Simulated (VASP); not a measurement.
# Ni (Im-3m) in VASP: a series of runs

Aim: see how the results for Ni move with the level of theory and the settings. Levels: LDA, PBEsol+D3(BJ). Tasks: single point.

Everything below comes from runs of VASP 6.6.1. Logs are shortened: lines on timing, memory, paths and dates and some standing lists are left out, and cuts for length are marked.

## 1. The cell of the first run

The structure is cubic, space group Im-3m (No. 229). Conventional cell: a = 2.720 Å, b = 2.720 Å, c = 2.720 Å, α = 90.00°, β = 90.00°, γ = 90.00°. Ni (site symmetry m-3m) has 14 Ni at 2.36 to 2.72 Å within 3.1 Å.

## 2. Single point, LDA, collinear spin, ferromagnetic start

File INCAR:

```
SYSTEM = Ni
  ALGO = Normal
  EDIFF = 1E-6
  ENCUT = 520
  GGA = CA
  ISIF = 2
  ISMEAR = -1
  ISPIN = 2
  LASPH = .TRUE.
  LCHARG = .FALSE.
  LMAXMIX = 4
  LORBIT = 11
  LREAL = .FALSE.
  LWAVE = .FALSE.
  MAGMOM = 1.5
  NBANDS = 15
  NELM = 150
  PREC = Accurate
  SIGMA = 0.1
```

File KPOINTS:

```
k-points
0
G
  15 15 15
  0 0 0
```

File POSCAR:

```
Ni
1.0
    2.3554191103     -0.0000000130     -0.0000000226
   -0.7851396911      2.2207104383     -0.0000000226
   -0.7851396911     -1.1103551865      1.9231916728
Ni
1
Direct
    0.0000000000      0.0000000000      0.0000000000
```

Potentials or basis: VASP PAW LDA potentials, release 64 (Ni).

Run with:

```console
$ cat potpaw_LDA.64/Ni/POTCAR > POTCAR
$ mpirun -np 1 vasp_std > vasp.out
```

OUTCAR:

```text
SYSTEM = Ni
   EDIFF = 1E-6
   ENCUT = 520
   GGA = CA
   ISIF = 2
   ISMEAR = -1
   ISPIN = 2
   LASPH = .TRUE.
   LORBIT = 11
   LREAL = .FALSE.
   NELM = 150
   PREC = Accurate

 ion  position               nearest neighbor table
   1  0.000  0.000  0.000-

  LATTYP: Found a body centered cubic cell.
 ALAT       =     2.7198037147

  Lattice vectors:

 A1 = (   2.3554191103,  -0.0000000130,  -0.0000000226)
 A2 = (  -0.7851396911,   2.2207104383,  -0.0000000226)
 A3 = (  -0.7851396911,  -1.1103551865,   1.9231916728)

Analysis of symmetry for initial positions (statically):
=====================================================================
 Subroutine PRICEL returns:
 Original cell was already a primitive cell.

 Routine SETGRP: Setting up the symmetry group for a
 body centered cubic supercell.

 Subroutine GETGRP returns: Found 48 space group operations
 (whereof 48 operations were pure point group operations)
 out of a pool of 48 trial point group operations.

The static configuration has the point symmetry O_h .

Analysis of symmetry for dynamics (positions and initial velocities):
=====================================================================
 Subroutine PRICEL returns:
 Original cell was already a primitive cell.

 Routine SETGRP: Setting up the symmetry group for a
 body centered cubic supercell.

 Subroutine GETGRP returns: Found 48 space group operations
 (whereof 48 operations were pure point group operations)
 out of a pool of 48 trial point group operations.

The dynamic configuration has the point symmetry O_h .

Analysis of structural, dynamic, and magnetic symmetry:
=====================================================================
 Subroutine PRICEL returns:
 Original cell was already a primitive cell.

 Routine SETGRP: Setting up the symmetry group for a
 body centered cubic supercell.

 Subroutine GETGRP returns: Found 48 space group operations
 (whereof 48 operations were pure point group operations)
 out of a pool of 48 trial point group operations.

The overall configuration has the point symmetry O_h .

 Subroutine INISYM returns: Found 48 space group operations
 (whereof 48 operations are pure point group operations),
 and found     1 'primitive' translations

----------------------------------------------------------------------------------------

                                     Primitive cell

  volume of cell :      10.0596

  direct lattice vectors                    reciprocal lattice vectors
[... 116 lines left out ...]
 spin polarized calculation
  energy-cutoff  :      520.00
  volume of cell :       10.06
 maximum number of plane-waves:       281
 NGX is ok and might be reduce to    18
   NGX =  9   NGY =  9   NGZ =  9

 number of electron      10.0000010 magnetization       0.0046376

 Free energy of the ion-electron system (eV)
  ---------------------------------------------------
  ext. energy  EPLUGINS =         0.00000000
  ---------------------------------------------------
  free energy    TOTEN  =        -6.51252220 eV

  energy without entropy =       -6.45259850  energy(sigma->0) =       -6.48256035

 E-fermi :  10.0429     XC(G=0): -14.0806

 val. band max:       10.0399633200   @ k =  -0.4000  -0.4667   0.2000
 cond. band min:      10.0452576178   @ k =  -0.4000  -0.4667   0.2000
 fundamental gap:      0.0052942978
 Fermi energy:        10.0429034233

 spin component 1

 k-point     1 :       0.0000    0.0000    0.0000
  band No.  band energies     occupation
      1       0.6771      1.00000
      2       7.8847      1.00000
      3       7.8847      1.00000
      4       7.8847      1.00000
      5       9.4171      0.99809
      6       9.4171      0.99809
      7      37.3880      0.00000
      8      37.3880      0.00000
      9      37.3880      0.00000
     10      42.8749      0.00000
     11      42.8749      0.00000
     12      44.4588      0.00000
     13      44.4588      0.00000
     14      44.4588      0.00000
[... 403 lines left out ...]
      4       9.3427      0.99909
      5       9.7721      0.93747
      6      13.8926      0.00000
      7      17.6120      0.00000
      8      23.3144      0.00000
      9      30.3793      0.00000
     10      38.3674      0.00000
     11      43.5352      0.00000
     12      46.6552      0.00000
     13      50.3157      0.00000
     14      56.7187      0.00000
     15      57.8738      0.00000

 [... further k-points ...]

 spin component 2

 k-point     1 :       0.0000    0.0000    0.0000
  band No.  band energies     occupation
      1       0.6775      1.00000
      2       7.8896      1.00000
      3       7.8896      1.00000
      4       7.8896      1.00000
      5       9.4213      0.99801
      6       9.4213      0.99801
      7      37.3879      0.00000
      8      37.3879      0.00000
      9      37.3879      0.00000
     10      42.8752      0.00000
     11      42.8752      0.00000
     12      44.4602      0.00000
     13      44.4602      0.00000
     14      44.4602      0.00000
[... 403 lines left out ...]
      4       9.3472      0.99905
      5       9.7768      0.93469
      6      13.8951      0.00000
      7      17.6145      0.00000
      8      23.3157      0.00000
      9      30.3802      0.00000
     10      38.3682      0.00000
     11      43.5356      0.00000
     12      46.6562      0.00000
     13      50.3177      0.00000
     14      56.7285      0.00000
     15      57.8740      0.00000

 [... further k-points ...]
[... 5 lines left out ...]
  --------------------------------------------------------------------------------------
  -------------------------------------------------------------------------------------
  Total        0.0070317      0.0070317      0.0070317      0.0000000      0.0000000      0.0000000
  in kB        1.1199241      1.1199241      1.1199241      0.0000000      0.0000000      0.0000000
  external PRESSURE =       1.1199241 kB  Pullay stress =       0.0000000 kB

 VOLUME and BASIS-vectors are now :
 -----------------------------------------------------------------------------
  energy-cutoff  :      520.00
  volume of cell :       10.06
      direct lattice vectors                 reciprocal lattice vectors
     2.355419110 -0.000000013 -0.000000023     0.424552897  0.150102116  0.259984484
    -0.785139691  2.220710438 -0.000000023     0.000000005  0.450306349  0.259984484
    -0.785139691 -1.110355187  1.923191673     0.000000005  0.000000007  0.519968980

 POSITION                                       TOTAL-FORCE (eV/Angst)
 -----------------------------------------------------------------------------------
      0.00000      0.00000      0.00000         0.000000     -0.000000     -0.000000
 -----------------------------------------------------------------------------------
    total drift:                                0.000000      0.000000     -0.000000

  FREE ENERGIE OF THE ION-ELECTRON SYSTEM (eV)
  ---------------------------------------------------
  free  energy   TOTEN  =        -6.5125221984 eV

  energy  without entropy=       -6.4525985001  energy(sigma->0) =       -6.48256035

 total charge

# of ion       s       p       d       tot
------------------------------------------
    1        0.527   0.559   8.387   9.473

 magnetization (x)

# of ion       s       p       d       tot
------------------------------------------
    1       -0.000  -0.000   0.004   0.004
```

OSZICAR:

```text
N       E                     dE             d eps       ncg     rms          rms(c)
DAV:   1     0.316404202201E+02    0.31640E+02   -0.41532E+03  7789   0.879E+02
DAV:   2    -0.607172654953E+01   -0.37712E+02   -0.34955E+02  8103   0.164E+02
DAV:   3    -0.745400161224E+01   -0.13823E+01   -0.13710E+01  8992   0.307E+01
DAV:   4    -0.746130633588E+01   -0.73047E-02   -0.73037E-02  8714   0.210E+00
DAV:   5    -0.746137687652E+01   -0.70541E-04   -0.70540E-04  9185   0.185E-01    0.114E+01
DAV:   6    -0.677450697795E+01    0.68687E+00   -0.11215E+01 10077   0.389E+01    0.530E+00
DAV:   7    -0.652993472877E+01    0.24457E+00   -0.18274E+00  9310   0.140E+01    0.223E+00
DAV:   8    -0.651213873151E+01    0.17796E-01   -0.40065E-02  9560   0.136E+00    0.874E-01
DAV:   9    -0.651090914343E+01    0.12296E-02   -0.13644E-03 10987   0.247E-01    0.349E-01
DAV:  10    -0.651107017548E+01   -0.16103E-03   -0.58596E-04 10973   0.210E-01    0.214E-01
DAV:  11    -0.651178173993E+01   -0.71156E-03   -0.19563E-03 10261   0.418E-01    0.134E-01
DAV:  12    -0.651235567825E+01   -0.57394E-03   -0.22016E-03 10361   0.446E-01    0.802E-02
DAV:  13    -0.651243884703E+01   -0.83169E-04   -0.17172E-04 12118   0.122E-01    0.530E-02
DAV:  14    -0.651250812103E+01   -0.69274E-04   -0.34708E-04 10352   0.174E-01    0.245E-02
DAV:  15    -0.651252223477E+01   -0.14114E-04   -0.11086E-04 10563   0.101E-01    0.897E-03
DAV:  16    -0.651252219841E+01    0.36360E-07   -0.92268E-07  6930   0.849E-03
   1 F= -.65125222E+01 E0= -.64825603E+01  d E =-.599237E-01  mag=    -0.0001
```

Run time: 21 s. Hardware: 1 thread of AMD EPYC 9R45 (Zen 5), shared host; peak memory 0.11 GiB.

Results:

```yaml
Free_energy: -6.5125 eV
Pressure: 0.1 GPa
Band_gap_on_the_k_mesh: zero (filled and empty bands overlap)
Net_moment: 0.00 μB per cell
Valence_electrons_inside_the_program's_atomic_spheres: Ni 9.47
```

Caveat: the starting moments collapsed, and a magnetic state may lie lower.

## 3. Single point, PBEsol+D3(BJ), collinear spin, ferromagnetic start

This run uses another cell than the first one, of 10.15 Å³/atom, 1.009 times its volume.

File INCAR:

```
PREC = Accurate ; ENCUT = 520
EDIFF = 1E-7 ; ISMEAR = -1
SIGMA = 0.1 ; LREAL = F
LASPH = T ; NELM = 150
ALGO = Normal ; ISIF = 2
LWAVE = F ; LCHARG = T
ISPIN = 2 ; MAGMOM = 1.5
LORBIT = 11 ; LMAXMIX = 4
GGA = PS ; IVDW = 12
LELF = T ; LVHAR = T
NBANDS = 15
```

File KPOINTS:

```
regular mesh
0
Gamma
  15 15 15
```

File POSCAR:

```
Ni
1.0
    2.3625946696     -0.0000000131     -0.0000000227
   -0.7875315442      2.2274756204     -0.0000000227
   -0.7875315442     -1.1137377775      1.9290504925
Ni
1
Direct
    0.0000000000      0.0000000000      0.0000000000
```

Potentials or basis: VASP PAW PBE potentials, release 64 (Ni).

Run with:

```console
$ cat potpaw_PBE.64/Ni/POTCAR > POTCAR
$ mpirun -np 1 vasp_std > vasp.out
```

It took 25 s on 1 thread of AMD EPYC 9R45 (Zen 5), shared host; peak memory 0.12 GiB.

The run converged. Its results:

```yaml
Free_energy: -6.5018 eV
Pressure: -0.3 GPa
Net_moment: 0.36 μB per cell
Site_moments: Ni +0.36 μB
Valence_electrons_inside_the_program's_atomic_spheres: Ni 9.45
Dispersion_energy_per_atom: -0.447 eV
```

Levels at points of the mesh, in eV from the Fermi level:
Spin up:
```csv
k point,band 1,band 2,band 3,band 4,band 5,band 6,band 7,band 8,band 9,band 10
"(0.00, 0.00, 0.00)",-9.40,-2.34,-2.34,-2.34,-0.82,-0.82,27.16,27.16,27.16,32.54
```
Spin down:
```
           k point  band 3  band 4  band 5  band 6  band 7  band 8
(0.00, 0.00, 0.00)   -1.93   -1.93   -0.48   -0.48   27.12   27.12
```

Caveat: the PAW data sets were made with another functional, which shifts forces and pressure a little; pairwise dispersion overbinds metals, which lowers pressure and volume.
